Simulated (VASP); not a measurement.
# SnO (P1) in VASP: further runs

SnO is run at these levels: r2SCAN; tasks: single point.

All numbers are computed with VASP 6.6.1; they aren't measurements. Logs are shortened: lines on timing, memory, paths and dates and some standing lists are left out, and cuts for length are marked.

### 1 The cell of the first run

The typed cell holds 4 atoms: a = 3.382 Å, b = 5.740 Å, c = 4.226 Å, α = 91.29°, β = 91.90°, γ = 88.70°.

### 2 Single point, r2SCAN (atoms moved at random and the cell strained at random)

The input, POSCAR:

```
SnO
1.0
    3.3813427663      0.0382727572     -0.0557995702
    0.0647282507      5.7389189339     -0.0636449571
   -0.0702187065     -0.0473567456      4.2247178537
Sn O
2 2
Direct
   -0.0456047086      0.2060203637      0.5352165052
    0.4551941711      0.7881590280     -0.0260821773
    0.0259143122      0.9187460463      0.7382394452
    0.5644962252      0.0870745620      0.2526282269
```

The input, INCAR.step1:

```
PREC = Accurate ; ENCUT = 520
ISMEAR = 0 ; SIGMA = 0.05
LREAL = False ; LASPH = True
NELM = 60 ; NBANDS = 28
GGA = PE ; ALGO = Normal
EDIFF = 1E-4 ; LWAVE = True
LCHARG = False
```

The input, INCAR.step2:

```
PREC = Accurate ; ENCUT = 520
EDIFF = 1E-6 ; ISMEAR = 0
SIGMA = 0.05 ; LREAL = False
LASPH = True ; NELM = 60
ALGO = Normal ; ISIF = 2
LWAVE = False ; LCHARG = True
METAGGA = R2SCAN ; LMIXTAU = True
LELF = True ; LVHAR = True
NBANDS = 28 ; ISTART = 1
```

The input, KPOINTS:

```
regular mesh
0
Gamma
  8 6 6
```

Potentials or basis: VASP PAW PBE potentials, release 64 (Sn_d, O).

Started as:

```
> cat potpaw_PBE.64/Sn_d/POTCAR potpaw_PBE.64/O/POTCAR > POTCAR
> cp INCAR.step1 INCAR
> mpirun -np 1 vasp_std > vasp.out
> cp INCAR.step2 INCAR
> mpirun -np 1 vasp_std > vasp.out
```

OUTCAR:

```text
PREC = Accurate
   ENCUT = 520
   EDIFF = 1E-6
   ISMEAR = 0
   LREAL = False
   LASPH = True
   NELM = 60
   ISIF = 2
   METAGGA = R2SCAN
   ISTART = 1

 ion  position               nearest neighbor table
   1  0.954  0.206  0.535-   4 1.88   3 1.88   4 2.49   2 3.44   2 3.55   2 3.73   2 3.75
   2  0.455  0.788  0.974-   3 1.88   4 2.09   3 2.35   1 3.44   1 3.55   1 3.73   1 3.75
   3  0.026  0.919  0.738-   1 1.88   2 1.88   2 2.35
   4  0.564  0.087  0.253-   1 1.88   2 2.09   1 2.49

  LATTYP: Found a triclinic cell.
 ALAT       =     4.2255667397
 B/A-ratio  =     1.6685149123
 C/A-ratio  =     0.8003706758
 COS(alpha) =     0.0013805779
 COS(beta)  =     0.0332366588
 COS(gamma) =     0.5810350468

  Lattice vectors:

 A1 = (  -0.0702187065,  -0.0473567456,   4.2247178537)
 A2 = (  -0.0054904558,   5.6915621883,   4.1610728966)
 A3 = (  -3.3813427663,  -0.0382727572,   0.0557995702)

Analysis of symmetry for initial positions (statically):
=====================================================================
 Subroutine PRICEL returns:
 Original cell was already a primitive cell.

 Routine SETGRP: Setting up the symmetry group for a
 triclinic supercell.

 Subroutine GETGRP returns: Found  1 space group operations
 (whereof  1 operations were pure point group operations)
 out of a pool of  2 trial point group operations.

The static configuration has the point symmetry C_1 .

Analysis of symmetry for dynamics (positions and initial velocities):
=====================================================================
 Subroutine PRICEL returns:
 Original cell was already a primitive cell.

 Routine SETGRP: Setting up the symmetry group for a
 triclinic supercell.

 Subroutine GETGRP returns: Found  1 space group operations
 (whereof  1 operations were pure point group operations)
 out of a pool of  2 trial point group operations.

The dynamic configuration has the point symmetry C_1 .

 Subroutine INISYM returns: Found  1 space group operations
 (whereof  1 operations are pure point group operations),
 and found     1 'primitive' translations

----------------------------------------------------------------------------------------

                                     Primitive cell

  volume of cell :      81.9389

  direct lattice vectors                    reciprocal lattice vectors
     3.381342766  0.038272757 -0.055799570     0.295858199 -0.003282806  0.004880638
     0.064728251  5.738918934 -0.063644957    -0.001941069  0.174292048  0.001921455
    -0.070218707 -0.047356746  4.224717854     0.003878418  0.002582334  0.236795607

  length of vectors
     3.382019707  5.739636831  4.225566740     0.295916662  0.174313447  0.236841445

  position of ions in fractional coordinates (direct lattice)
     0.954395291  0.206020364  0.535216505
     0.455194171  0.788159028  0.973917823
     0.025914312  0.918746046  0.738239445
     0.564496225  0.087074562  0.252628227

  ion indices of the primitive-cell ions
   primitive index   ion index
                 1           1
                 2           2
                 3           3
                 4           4

----------------------------------------------------------------------------------------

 KPOINTS: regular mesh

Automatic generation of k-mesh.
 Grid dimensions read from file:
 generate k-points for:    8    6    6

 Generating k-lattice:

  Cartesian coordinates                     Fractional coordinates (reciprocal lattice)
     0.036982275 -0.000410351  0.000610080     0.125000000  0.000000000 -0.000000000
    -0.000323512  0.029048675  0.000320242     0.000000000  0.166666667  0.000000000
     0.000646403  0.000430389  0.039465934     0.000000000  0.000000000  0.166666667

  Length of vectors
     0.036989583  0.029052241  0.039473574

  Shift w.r.t. Gamma in fractional coordinates (k-lattice)
     0.000000000  0.000000000  0.000000000

 Subroutine IBZKPT returns following result:
 ===========================================

 Found    148 irreducible k-points:

 Following reciprocal coordinates:
            Coordinates               Weight
  0.000000  0.000000  0.000000      1.000000
  0.125000 -0.000000  0.000000      2.000000
  0.250000 -0.000000  0.000000      2.000000
  0.375000 -0.000000  0.000000      2.000000
  0.500000 -0.000000  0.000000      1.000000
  0.000000  0.166667  0.000000      2.000000
[... 16 lines left out ...]
  0.125000  0.500000  0.000000      2.000000
  0.250000  0.500000  0.000000      2.000000
 [... further k-points ...]
   k-points           NKPTS =    148   k-points in BZ     NKDIM =    148   number of bands    NBANDS=     28
   number of dos      NEDOS =    301   number of ions     NIONS =      4
   total plane-waves  NPLWV =  43008
   dimension x,y,z NGX =    28 NGY =   48 NGZ =   32
   dimension x,y,z NGXF=    56 NGYF=   96 NGZF=   64
   ions per type =               2   2
   NGX,Y,Z   is equivalent  to a cutoff of  13.76, 13.90, 12.59 a.u.
   NGXF,Y,Z  is equivalent  to a cutoff of  27.53, 27.81, 25.18 a.u.
 SYSTEM =  unknown system
   PREC   = accura    normal or accurate (medium, high low for compatibility)
   ISTART =      1    job   : 0-new  1-cont  2-samecut
   ICHARG =      0    charge: 1-file 2-atom 10-const
   ISPIN  =      1    spin polarized calculation?
   LNONCOLLINEAR =      F non collinear calculations
   LSORBIT =      F    spin-orbit coupling
   LASPH  =      T    aspherical Exc in radial PAW
   ENCUT  =  520.0 eV  38.22 Ry    6.18 a.u.   6.29 10.67  7.86*2*pi/ulx,y,z
   NELM   =     60;   NELMIN=  2; NELMDL=  0     # of ELM steps
   EDIFF  = 0.1E-05   stopping-criterion for ELM
   LREAL  =      F    real-space projection
   EDIFFG = 0.1E-04   stopping-criterion for IOM
   NSW    =      0    number of steps for IOM
   IBRION =     -1    ionic relax: 0-MD 1-quasi-New 2-CG
   NFREE  =      0    steps in history (QN), initial steepest desc. (CG)
   ISIF   =      2    stress and relaxation
   ISYM   =      2    0-nonsym 1-usesym 2-fastsym
   POTIM  = 0.5000    time-step for ionic-motion
   TEBEG  =    0.0;   TEEND  =   0.0 temperature during run
   PSTRESS=    0.0 pullay stress
   NELECT =      40.0000    total number of electrons
   NUPDOWN=      -1.0000    fix difference up-down
   EMIN   =  10.00;   EMAX   =-10.00  energy-range for DOS
   EFERMI =   0.00;   METHOD = LEGACY
   ISMEAR =     0;   SIGMA  =   0.05  broadening in eV -4-tet -1-fermi 0-gaus
   EFERMI_NEDOS =   21; number of points for ismear=-14 and -15
   IALGO  =     38    algorithm
   IMIX   =      4    mixing-type and parameters
     AMIX     =   0.40;   BMIX     =  1.00
     AMIX_MAG =   1.60;   BMIX_MAG =  1.00
  volume/ion in A,a.u.               =      20.48       138.24
  Fermi-wavevector in a.u.,A,eV,Ry     =   1.289035  2.435923 22.607599  1.661612
  Thomas-Fermi vector in A             =   2.420953
   LORBIT       =      0    0 simple, 1 ext, 2 COOP (PROOUT), +10 PAW based schemes
   METAGGA = R2SCAN    functional components
   LHFCALC =     F    Hartree Fock is set to
   AEXX    =    0.0000 exact exchange contribution
   IVDW    =     0    specifies the selected vdW correction
   LEPSILON=     F    determine dielectric tensor
   LRPA    =     F    only Hartree local field effects (RPA)
 non-spin polarized calculation
 Gauss-broadening in eV      SIGMA  =   0.05
  energy-cutoff  :      520.00
  volume of cell :       81.94
 maximum number of plane-waves:      2226
 NGX is ok and might be reduce to    28
   NGX = 13   NGY = 21   NGZ = 15

 number of electron      39.9999998 magnetization

 Free energy of the ion-electron system (eV)
  ---------------------------------------------------
  ext. energy  EPLUGINS =         0.00000000
  ---------------------------------------------------
  free energy    TOTEN  =       -65.25725526 eV

  energy without entropy =      -65.25725526  energy(sigma->0) =      -65.25725526

 E-fermi :   5.0093     XC(G=0):  -9.8909

 val. band max:        4.7203060119   @ k =   0.0000   0.0000   0.0000
 cond. band min:       6.5630412649   @ k =   0.0000   0.5000   0.5000
 fundamental gap:      1.8427352530
 Fermi energy:         5.0093285265

 k-point     1 :       0.0000    0.0000    0.0000
  band No.  band energies     occupation
      1     -18.4265      2.00000
      2     -17.4849      2.00000
      3     -17.0839      2.00000
      4     -16.9884      2.00000
      5     -16.9491      2.00000
      6     -16.9235      2.00000
[... 20 lines left out ...]
     27      13.9987      0.00000
     28      14.7301      0.00000

 k-point     2 :       0.1250   -0.0000    0.0000
  band No.  band energies     occupation
      1     -18.4368      2.00000
      2     -17.5323      2.00000
      3     -17.0623      2.00000
      4     -16.9949      2.00000
      5     -16.9431      2.00000
      6     -16.9200      2.00000
[... 20 lines left out ...]
     27      13.8927      0.00000
     28      14.1646      0.00000

 k-point     3 :       0.2500   -0.0000    0.0000
  band No.  band energies     occupation
      1     -18.4648      2.00000
      2     -17.6271      2.00000
      3     -17.0174      2.00000
      4     -16.9997      2.00000
      5     -16.9409      2.00000
      6     -16.9090      2.00000
[... 20 lines left out ...]
     27      13.8172      0.00000
     28      14.1674      0.00000

 k-point     4 :       0.3750   -0.0000    0.0000
  band No.  band energies     occupation
      1     -18.4965      2.00000
      2     -17.7034      2.00000
      3     -17.0175      2.00000
      4     -16.9698      2.00000
      5     -16.9307      2.00000
      6     -16.9044      2.00000
[... 578 lines left out ...]
     27      14.8009      0.00000
     28      15.5288      0.00000

 k-point    23 :       0.1250    0.5000    0.0000
  band No.  band energies     occupation
      1     -18.4348      2.00000
      2     -17.5314      2.00000
      3     -17.0621      2.00000
      4     -16.9957      2.00000
      5     -16.9423      2.00000
      6     -16.9206      2.00000
[... 20 lines left out ...]
     27      14.3089      0.00000
     28      15.0141      0.00000

 k-point    24 :       0.2500    0.5000    0.0000
  band No.  band energies     occupation
      1     -18.4636      2.00000
      2     -17.6285      2.00000
      3     -17.0173      2.00000
      4     -16.9992      2.00000
      5     -16.9388      2.00000
      6     -16.9087      2.00000
[... 20 lines left out ...]
     27      13.9182      0.00000
     28      15.0745      0.00000

 [... further k-points ...]
[... 5 lines left out ...]
  --------------------------------------------------------------------------------------
  -------------------------------------------------------------------------------------
  Total        6.3918136      9.3019673      6.4186658     -1.4116162     -3.4956472      5.8819984
  in kB      124.9811403    181.8842912    125.5061910    -27.6017752    -68.3514896    115.0125636
  external PRESSURE =     144.1238742 kB  Pullay stress =       0.0000000 kB

 VOLUME and BASIS-vectors are now :
 -----------------------------------------------------------------------------
  energy-cutoff  :      520.00
  volume of cell :       81.94
      direct lattice vectors                 reciprocal lattice vectors
     3.381342766  0.038272757 -0.055799570     0.295858199 -0.003282806  0.004880638
     0.064728251  5.738918934 -0.063644957    -0.001941069  0.174292048  0.001921455
    -0.070218707 -0.047356746  4.224717854     0.003878418  0.002582334  0.236795607

 POSITION                                       TOTAL-FORCE (eV/Angst)
 -----------------------------------------------------------------------------------
      3.20289      1.19352      2.19477         2.277155      5.285980     -0.160549
      1.52180      4.49448      4.03897         2.987577     -2.340408      2.174779
      0.09526      5.23864      3.05893        -2.214225     -1.851708     -0.044628
      1.89665      0.50936      1.03024        -3.050507     -1.093865     -1.969602
 -----------------------------------------------------------------------------------
    total drift:                               -0.000870     -0.000172      0.004046

  FREE ENERGIE OF THE ION-ELECTRON SYSTEM (eV)
  ---------------------------------------------------
  free  energy   TOTEN  =       -65.2572552620 eV

  energy  without entropy=      -65.2572552620  energy(sigma->0) =      -65.25725526
```

Run time: 7.2 min. Hardware: 1 thread of Intel Xeon 6975P-C (Granite Rapids), shared host; peak memory 0.4 GiB.

Results:

* Free energy: -65.2573 eV
* Pressure: 14.4 GPa
* Largest force: 5.758 eV/Å
* Band gap on the k mesh: 1.84 eV (least direct gap 2.45 eV)

Forces in eV/Å, atoms in the order of the input:
```
Sn   2.277  5.286 -0.161
Sn   2.988 -2.340  2.175
O   -2.214 -1.852 -0.045
O   -3.051 -1.094 -1.970
```

Stress tensor (GPa, compression positive):
```
12.50 -2.76 11.50
-2.76 18.19 -6.84
11.50 -6.84 12.55
```

Caveat: the cell differs from its parent crystal (atoms moved at random and the cell strained at random); the stress differs along the axes, from 12 to 18 GPa; the PAW data sets were made with another functional, which shifts forces and pressure a little; spin-orbit coupling is left out, which moves the levels of the heavy elements. A k mesh can miss the band edges.

### 3 Single point, r2SCAN (atoms moved at random and the cell strained at random)

The input, POSCAR:

```
SnO
1.0
    3.6255172638     -0.0391548573     -0.0839536518
   -0.0662200899      5.7970086121     -0.2142916969
   -0.1056480688     -0.1594495123      4.1178008919
Sn O
2 2
Direct
   -0.0028730646      0.2281009447      0.5205732709
    0.5082287745      0.7567446642      0.0102294914
   -0.0183555115      0.9021643379      0.7555552548
    0.5129998015      0.1129900532      0.2136439829
```

INCAR.step1: that of step 2 with these lines changed.

```diff
@@ -3,3 +3,3 @@
 LREAL = False ; LASPH = True
-NELM = 60 ; NBANDS = 28
+NELM = 100 ; NBANDS = 28
 GGA = PE ; ALGO = Normal
```

The input, INCAR.step2:

```
PREC = Accurate ; ENCUT = 520
EDIFF = 1E-7 ; ISMEAR = 0
SIGMA = 0.05 ; LREAL = False
LASPH = True ; NELM = 100
ALGO = Normal ; ISIF = 2
LWAVE = False ; LCHARG = False
METAGGA = R2SCAN ; LMIXTAU = True
NBANDS = 28 ; ISTART = 1
```

KPOINTS is that of step 2.

Potentials or basis: VASP PAW PBE potentials, release 64 (Sn_d, O).

Started as:

```
> cat potpaw_PBE.64/Sn_d/POTCAR potpaw_PBE.64/O/POTCAR > POTCAR
> cp INCAR.step1 INCAR
> mpirun -np 1 vasp_std > vasp.out
> cp INCAR.step2 INCAR
> mpirun -np 1 vasp_std > vasp.out
```

Wall time 8 min (1 thread of Intel Xeon 6975P-C (Granite Rapids), shared host); peak memory 0.41 GiB.

Results (log left out):

| Property | Result |
| --- | --- |
| Free energy | -65.9906 eV |
| Pressure | -8.7 GPa |
| Largest force | 2.225 eV/Å |
| Band gap on the k mesh | 1.56 eV (least direct gap 2.39 eV) |

Forces in eV/Å, atoms in the order of the input:
```
Sn   0.056 -1.280 -0.273
Sn  -0.087  2.109 -0.702
O    0.179 -0.431 -0.074
O   -0.148 -0.398  1.049
```

Stress tensor (GPa, compression positive):
```
-11.73   0.25   0.97
  0.25  -8.15   3.13
  0.97   3.13  -6.16
```

Levels at points of the mesh, in eV from the valence-band top:
```tsv
k point	band 16	band 17	band 18	band 19	band 20	band 21	band 22	band 23	band 24	band 25
(0.00, 0.00, 0.00)	-3.75	-3.03	-2.30	-1.74	0.00	2.85	3.43	5.73	6.42	6.88
(0.50, 0.00, 0.00)	-3.76	-2.45	-2.15	-1.59	-1.31	2.76	3.06	5.26	5.71	6.17
(0.00, 0.50, 0.00)	-3.58	-3.36	-2.33	-1.63	-1.18	3.84	4.16	4.77	5.21	6.06
(0.50, 0.50, 0.00)	-3.43	-2.59	-2.08	-1.41	-0.95	1.86	2.33	5.92	6.32	7.07
(0.00, 0.00, 0.50)	-3.17	-2.99	-2.78	-1.77	-1.29	2.17	2.74	5.18	5.92	6.90
(0.50, 0.00, 0.50)	-3.51	-3.09	-2.75	-1.43	-1.06	1.98	2.41	4.20	4.87	6.30
(0.00, 0.50, 0.50)	-2.88	-2.72	-2.47	-1.70	-1.22	1.77	2.11	5.76	6.21	6.63
(0.50, 0.50, 0.50)	-3.72	-3.33	-2.91	-0.79	-0.46	2.29	2.58	4.05	4.33	5.93
```

Caveat: the cell differs from its parent crystal (atoms moved at random and the cell strained at random); the stress differs along the axes, from -12 to -6 GPa; the PAW data sets were made with another functional, which shifts forces and pressure a little; spin-orbit coupling is left out, which moves the levels of the heavy elements. A k mesh can miss the band edges.
